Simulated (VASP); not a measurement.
Crystal: Ru.

```
Ru
1.0
     2.65056    0.00000    0.00000
    -1.32528    2.29546    0.00000
     0.00000    0.00000    4.19449
Ru
2
Direct
  0.66667 0.33333 0.75000
  0.33333 0.66667 0.25000
```

Base run:

| Item | Value |
| --- | --- |
| Program | VASP 6.6.1 |
| Functional | r2SCAN |
| Potentials or basis | VASP PAW PBE potentials, release 64 (Ru_pv) |
| Cutoff | 520 eV |
| k mesh | 11 × 11 × 6 |
| Occupations | fermi-dirac, width 0.05 eV |
| Spin | no spin polarisation |

Its results: band gap on the k mesh zero (band 14 reaches 15.62 eV, above the bottom of band 15 at 12.09 eV); pressure 23.6 GPa.

The run is repeated on the same cell with these changes: functional from r2SCAN to SVWN5. What comes out?

Band gap on the k mesh zero (band 14 reaches 15.37 eV, above the bottom of band 15 at 11.97 eV); pressure 9.7 GPa.

Caveats: the PAW data sets were made with another functional, which shifts forces and pressure a little.
